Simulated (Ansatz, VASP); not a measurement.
**One calculation of ZrOs, two programs**

```xyz
2
Lattice="3.2267 0.0000 0.0000 0.0000 3.2267 0.0000 0.0000 0.0000 3.2267" Properties=species:S:1:pos:R:3 pbc="T T T"
Zr    1.6133    1.6133    1.6133
Os    0.0000    0.0000    0.0000
```

Alike in both runs: functional LDA; k mesh 14 × 14 × 14; occupations gaussian, width 0.1 eV; no spin polarisation.

Ansatz relaxed the structure, and its values are those at the end. VASP's run is a single point on that final structure, the one shown.

|  | VASP | Ansatz |
| --- | --- | --- |
| version | VASP 6.6.1 | Ansatz 0.2.0 |
| potentials or method | VASP PAW LDA potentials, release 64 (Zr_sv, Os), cutoff 520 eV | scalar-relativistic, plane waves, PAW |
| valence electrons in the cell | 20 | 28 |

```tsv
	VASP	Ansatz	Ansatz less VASP
gap on the k mesh at the Fermi level (eV)	none	none	-
pressure (GPa)	0.4	0.0	-0.40
```

LDA's correlation is that of Perdew and Zunger in VASP and of Perdew and Wang (1992) in Ansatz. A gap of «none» marks a metal or a gap that the smearing closes. VASP's potentials hold 20 valence electrons a cell and Ansatz's 28, so a difference there can come from the potentials and not from the codes.

Spin-orbit coupling is off throughout.
